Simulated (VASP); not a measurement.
# Ge7Se9 (a cell with a defect) in VASP: single point with PBE+D3(BJ)

Aim: the single point of Ge7Se9 (a cell with a defect) with PBE+D3(BJ).

All numbers are computed with VASP 6.6.1; they aren't measurements. Logs are shortened: lines on timing, memory, paths and dates and some standing lists are left out, and cuts for length are marked.

### Step 1. The cell of the first run

The cell holds a defect, 16 atoms: a = 5.887 Å, b = 5.887 Å, c = 10.960 Å, α = 90.00°, β = 90.00°, γ = 97.63°.

### Step 2. Single point, PBE+D3(BJ)

Input file INCAR:

```
PREC = Accurate
ENCUT = 520
EDIFF = 1E-7
ISMEAR = 0
SIGMA = 0.01
LREAL = Auto
LASPH = True
NELM = 80
ALGO = Normal
ISIF = 2
LWAVE = False
LCHARG = True
GGA = PE
IVDW = 12
LELF = True
LVHAR = True
NBANDS = 90
```

Input file KPOINTS:

```
Automatic mesh
0
Gamma
  3 3 2
  0 0 0.5
```

Input file POSCAR:

```
Ge7Se9
1.0
    0.0000000000      3.8765427348     -4.4301029367
    0.0000000000      3.8765427348      4.4301029367
   10.9599057377      0.0000000000      0.0000000000
Se Ge
9 7
Direct
    0.9037175843      0.8449795833      0.1365281984
    0.1189855231      0.6296479592      0.8673741764
    0.6217478828      0.1266372985      0.8555515679
    0.8884385631      0.8634687482      0.3518678567
    0.3716304378      0.3785249280      0.3573608091
    0.1213866952      0.1234349191      0.6406166119
    0.6244244938      0.6269528733      0.6407558080
    0.8750954479      0.3502698604      0.1427359960
    0.4033101566      0.8728417176      0.1431746255
    0.4363890429      0.3105587425      0.1238428923
    0.0733408882      0.6745666121      0.6357605636
    0.5656476111      0.1829022631      0.6201387462
    0.9304762421      0.3334893058      0.3718426628
    0.4172128300      0.8208476245      0.3717868585
    0.0667712847      0.1820431650      0.8763027393
    0.5663964536      0.6817092928      0.8764103411
```

Potentials or basis: VASP PAW PBE potentials, release 64 (Se, Ge_d).

Started as:

```sh
cat potpaw_PBE.64/Se/POTCAR potpaw_PBE.64/Ge_d/POTCAR > POTCAR
mpirun -np 1 vasp_std > vasp.out
```

OUTCAR:

```text
PREC = Accurate
   ENCUT = 520
   EDIFF = 1E-7
   ISMEAR = 0
   LREAL = Auto
   LASPH = True
   NELM = 80
   ISIF = 2
   GGA = PE
   IVDW = 12
 IVDW          = 12

 ion  position               nearest neighbor table
   1  0.904  0.845  0.137-   4 2.36
   2  0.119  0.630  0.867-  11 2.57  16 2.61  15 2.61
   3  0.622  0.127  0.856-  16 2.61  15 2.61  12 2.63
   4  0.888  0.863  0.352-   1 2.36  13 2.75  14 2.76
   5  0.372  0.379  0.357-  13 2.58  14 2.59  10 2.63
   6  0.121  0.123  0.641-  12 2.60  11 2.62  15 2.63
   7  0.624  0.627  0.641-  12 2.60  11 2.62  16 2.63
   8  0.875  0.350  0.143-  13 2.54  10 2.57
   9  0.403  0.873  0.143-  14 2.53  10 2.57
  10  0.436  0.311  0.124-   9 2.57   8 2.57   5 2.63
  11  0.073  0.675  0.636-   2 2.57   6 2.62   7 2.62
  12  0.566  0.183  0.620-   7 2.60   6 2.60   3 2.63
  13  0.930  0.333  0.372-   8 2.54   5 2.58   4 2.75
  14  0.417  0.821  0.372-   9 2.53   5 2.59   4 2.76
  15  0.067  0.182  0.876-   3 2.61   2 2.61   6 2.63
  16  0.566  0.682  0.876-   3 2.61   2 2.61   7 2.63

  LATTYP: Found a base centered orthorhombic cell.
 ALAT       =     7.7530854696
 B/A-ratio  =     1.1427973944
 C/A-ratio  =     1.4136185885

  Lattice vectors:

 A1 = (   0.0000000000,   3.8765427348,  -4.4301029367)
 A2 = (   0.0000000000,   3.8765427348,   4.4301029367)
 A3 = (  10.9599057377,   0.0000000000,   0.0000000000)

Analysis of symmetry for initial positions (statically):
=====================================================================
 Subroutine PRICEL returns:
 Original cell was already a primitive cell.

 Routine SETGRP: Setting up the symmetry group for a
 base centered orthorhombic supercell.

 Subroutine GETGRP returns: Found  1 space group operations
 (whereof  1 operations were pure point group operations)
 out of a pool of  8 trial point group operations.

The static configuration has the point symmetry C_1 .

Analysis of symmetry for dynamics (positions and initial velocities):
=====================================================================
 Subroutine PRICEL returns:
 Original cell was already a primitive cell.

 Routine SETGRP: Setting up the symmetry group for a
 base centered orthorhombic supercell.

 Subroutine GETGRP returns: Found  1 space group operations
 (whereof  1 operations were pure point group operations)
 out of a pool of  8 trial point group operations.

The dynamic configuration has the point symmetry C_1 .

 Subroutine INISYM returns: Found  1 space group operations
 (whereof  1 operations are pure point group operations),
 and found     1 'primitive' translations

----------------------------------------------------------------------------------------

                                     Primitive cell

  volume of cell :     376.4395

  direct lattice vectors                    reciprocal lattice vectors
     0.000000000  3.876542735 -4.430102937     0.000000000  0.128980908 -0.112864195
     0.000000000  3.876542735  4.430102937     0.000000000  0.128980908  0.112864195
    10.959905738  0.000000000  0.000000000     0.091241661  0.000000000  0.000000000

  length of vectors
     5.886713481  5.886713481 10.959905738     0.171389617  0.171389617  0.091241661

  position of ions in fractional coordinates (direct lattice)
     0.903717584  0.844979583  0.136528198
     0.118985523  0.629647959  0.867374176
     0.621747883  0.126637299  0.855551568
     0.888438563  0.863468748  0.351867857
     0.371630438  0.378524928  0.357360809
     0.121386695  0.123434919  0.640616612
[... 8 lines left out ...]
     0.066771285  0.182043165  0.876302739
     0.566396454  0.681709293  0.876410341

  ion indices of the primitive-cell ions
   primitive index   ion index
                 1           1
                 2           2
                 3           3
                 4           4
                 5           5
                 6           6
[... 8 lines left out ...]
                15          15
                16          16

----------------------------------------------------------------------------------------

 KPOINTS: Automatic mesh

Automatic generation of k-mesh.
 Grid dimensions read from file:
 generate k-points for:    3    3    2

 Generating k-lattice:

  Cartesian coordinates                     Fractional coordinates (reciprocal lattice)
     0.000000000  0.042993636 -0.037621398     0.333333333  0.000000000  0.000000000
     0.000000000  0.042993636  0.037621398     0.000000000  0.333333333  0.000000000
     0.045620830  0.000000000  0.000000000     0.000000000  0.000000000  0.500000000

  Length of vectors
     0.057129872  0.057129872  0.045620830

  Shift w.r.t. Gamma in fractional coordinates (k-lattice)
     0.000000000  0.000000000  0.500000000

 Subroutine IBZKPT returns following result:
 ===========================================

 Found      9 irreducible k-points:

 Following reciprocal coordinates:
            Coordinates               Weight
  0.000000  0.000000  0.250000      2.000000
  0.333333 -0.000000  0.250000      2.000000
 -0.333333  0.000000  0.250000      2.000000
 -0.000000  0.333333 -0.250000      2.000000
  0.000000 -0.333333 -0.250000      2.000000
  0.333333  0.333333  0.250000      2.000000
 -0.333333 -0.333333  0.250000      2.000000
 -0.333333  0.333333  0.250000      2.000000
  0.333333 -0.333333  0.250000      2.000000
   k-points           NKPTS =      9   k-points in BZ     NKDIM =      9   number of bands    NBANDS=     90
   number of dos      NEDOS =    301   number of ions     NIONS =     16
   total plane-waves  NPLWV = 193536
   dimension x,y,z NGX =    48 NGY =   48 NGZ =   84
   dimension x,y,z NGXF=    96 NGYF=   96 NGZF=  168
   ions per type =               9   7
   NGX,Y,Z   is equivalent  to a cutoff of  13.56, 13.56, 12.74 a.u.
   NGXF,Y,Z  is equivalent  to a cutoff of  27.11, 27.11, 25.48 a.u.
 SYSTEM =  unknown system
   PREC   = accura    normal or accurate (medium, high low for compatibility)
   ISTART =      0    job   : 0-new  1-cont  2-samecut
   ICHARG =      2    charge: 1-file 2-atom 10-const
   ISPIN  =      1    spin polarized calculation?
   LNONCOLLINEAR =      F non collinear calculations
   LSORBIT =      F    spin-orbit coupling
   LASPH  =      T    aspherical Exc in radial PAW
   ENCUT  =  520.0 eV  38.22 Ry    6.18 a.u.  10.95 10.95 20.38*2*pi/ulx,y,z
   NELM   =     80;   NELMIN=  2; NELMDL= -5     # of ELM steps
   EDIFF  = 0.1E-06   stopping-criterion for ELM
   LREAL  =      T    real-space projection
   EDIFFG = 0.1E-05   stopping-criterion for IOM
   NSW    =      0    number of steps for IOM
   IBRION =     -1    ionic relax: 0-MD 1-quasi-New 2-CG
   NFREE  =      0    steps in history (QN), initial steepest desc. (CG)
   ISIF   =      2    stress and relaxation
   ISYM   =      2    0-nonsym 1-usesym 2-fastsym
   POTIM  = 0.5000    time-step for ionic-motion
   TEBEG  =    0.0;   TEEND  =   0.0 temperature during run
   PSTRESS=    0.0 pullay stress
   NELECT =     152.0000    total number of electrons
   NUPDOWN=      -1.0000    fix difference up-down
   EMIN   =  10.00;   EMAX   =-10.00  energy-range for DOS
   EFERMI =   0.00;   METHOD = LEGACY
   ISMEAR =     0;   SIGMA  =   0.01  broadening in eV -4-tet -1-fermi 0-gaus
   EFERMI_NEDOS =   21; number of points for ismear=-14 and -15
   IALGO  =     38    algorithm
   IMIX   =      4    mixing-type and parameters
     AMIX     =   0.40;   BMIX     =  1.00
     AMIX_MAG =   1.60;   BMIX_MAG =  1.00
  volume/ion in A,a.u.               =      23.53       158.77
  Fermi-wavevector in a.u.,A,eV,Ry     =   1.210016  2.286598 19.920802  1.464138
  Thomas-Fermi vector in A             =   2.345575
   LORBIT       =      0    0 simple, 1 ext, 2 COOP (PROOUT), +10 PAW based schemes
   GGA     = PE    functional components
   LHFCALC =     F    Hartree Fock is set to
   AEXX    =    0.0000 exact exchange contribution
   IVDW    =    12    specifies the selected vdW correction
   LEPSILON=     F    determine dielectric tensor
   LRPA    =     F    only Hartree local field effects (RPA)
 non-spin polarized calculation
 Gauss-broadening in eV      SIGMA  =   0.01
  energy-cutoff  :      520.00
  volume of cell :      376.44
 maximum number of plane-waves:     10161
 NGX is ok and might be reduce to    48
   NGX = 21   NGY = 21   NGZ = 41

 number of electron     151.9999990 magnetization

 Free energy of the ion-electron system (eV)
  ---------------------------------------------------
  ext. energy  EPLUGINS =         0.00000000
  ---------------------------------------------------
  free energy    TOTEN  =       -65.30786482 eV

  energy without entropy =      -65.30634347  energy(sigma->0) =      -65.30710415

 E-fermi :   4.0722     XC(G=0):  -9.8133

 val. band max:        4.0669780425   @ k =  -0.3333   0.0000   0.2500
 cond. band min:       4.0738665756   @ k =   0.0000  -0.3333  -0.2500
 fundamental gap:      0.0068885331
 Fermi energy:         4.0721877571

 k-point     1 :       0.0000    0.0000    0.2500
  band No.  band energies     occupation
      1     -20.5063      2.00000
      2     -20.5032      2.00000
      3     -20.4990      2.00000
      4     -20.4979      2.00000
      5     -20.4946      2.00000
      6     -20.4905      2.00000
[... 80 lines left out ...]
     87       7.9527      0.00000
     88       8.4738      0.00000

 k-point     2 :       0.3333   -0.0000    0.2500
  band No.  band energies     occupation
      1     -20.5052      2.00000
      2     -20.5023      2.00000
      3     -20.4995      2.00000
      4     -20.4976      2.00000
      5     -20.4953      2.00000
      6     -20.4901      2.00000
[... 626 lines left out ...]
     87       6.7952      0.00000
     88       6.9356      0.00000

 k-point     9 :       0.3333   -0.3333    0.2500
  band No.  band energies     occupation
      1     -20.5054      2.00000
      2     -20.5029      2.00000
      3     -20.4993      2.00000
      4     -20.4975      2.00000
      5     -20.4944      2.00000
      6     -20.4906      2.00000
[... 80 lines left out ...]
     87       6.9250      0.00000
     88       6.9624      0.00000
 [bands above 88 left out]

------------------------ aborting loop because EDIFF is reached ----------------------------------------

 Edisp (eV)   -5.76393

 E8    (eV) :    -2.4646

  FORCE on cell =-STRESS in cart. coord.  units (eV):
  Direction    XX          YY          ZZ          XY          YZ          ZX
  --------------------------------------------------------------------------------------
  -------------------------------------------------------------------------------------
  Total      -0.94370     0.34303    -0.61479    -0.01880    -0.24454    -0.39079
  in kB      -4.01651     1.45996    -2.61665    -0.08003    -1.04081    -1.66325
  external pressure =       -1.72 kB  Pullay stress =        0.00 kB

 VOLUME and BASIS-vectors are now :
 -----------------------------------------------------------------------------
  energy-cutoff  :      520.00
  volume of cell :      376.44
      direct lattice vectors                 reciprocal lattice vectors
     0.000000000  3.876542735 -4.430102937     0.000000000  0.128980908 -0.112864195
     0.000000000  3.876542735  4.430102937     0.000000000  0.128980908  0.112864195
    10.959905738  0.000000000  0.000000000     0.091241661  0.000000000  0.000000000

 POSITION                                       TOTAL-FORCE (eV/Angst)
 -----------------------------------------------------------------------------------
      1.49634      6.77890     -0.26022        -0.021243     -0.001152     -0.015245
      9.50634      2.90211      2.26229         0.015499     -0.003791      0.010588
      9.37676      2.90115     -2.19339        -0.000609      0.001332      0.011028
      3.85644      6.79134     -0.11062         0.030640     -0.000767     -0.008540
      3.91664      2.90801      0.03054         0.009191     -0.009523     -0.022722
      7.02110      0.94906      0.00907        -0.009711     -0.004309      0.014447
[... 8 lines left out ...]
      9.60420      0.96454      0.51067         0.013739      0.000855     -0.009477
      9.60537      4.83834      0.51085         0.014635      0.000087     -0.014347
 -----------------------------------------------------------------------------------
    total drift:                                0.003480     -0.011543      0.013338

  FREE ENERGIE OF THE ION-ELECTRON SYSTEM (eV)
  ---------------------------------------------------
  free  energy   TOTEN  =       -71.0717903942 eV

  energy  without entropy=      -71.0702690425  energy(sigma->0) =      -71.07102972
```

Wall time 13 min (1 thread of Intel Xeon Platinum 8259CL at 2.50GHz (Skylake/Cascade Lake), shared host); peak memory 0.56 GiB.

What came out:

* Free energy: -71.0718 eV
* Pressure: -0.2 GPa
* Largest force: 0.032 eV/Å
* Band gap on the k mesh: zero (bands 76 and 77 overlap by 1.17 eV)
* Dispersion energy per atom: -0.360 eV

Forces on the atoms (eV/Å):
```
Se  -0.021 -0.001 -0.015
Se   0.015 -0.004  0.011
Se  -0.001  0.001  0.011
Se   0.031 -0.001 -0.009
Se   0.009 -0.010 -0.023
Se  -0.010 -0.004  0.014
Se  -0.008  0.005  0.014
Se  -0.011 -0.001 -0.010
Se  -0.002  0.006 -0.006
Ge  -0.007 -0.001  0.018
Ge  -0.016  0.002 -0.011
Ge  -0.018 -0.002 -0.005
Ge   0.013 -0.005  0.013
Ge  -0.002  0.014  0.023
Ge   0.014  0.001 -0.009
Ge   0.015  0.000 -0.014
```

Stress tensor (GPa, compression positive):
```
-0.40 -0.01 -0.17
-0.01  0.15 -0.10
-0.17 -0.10 -0.26
```
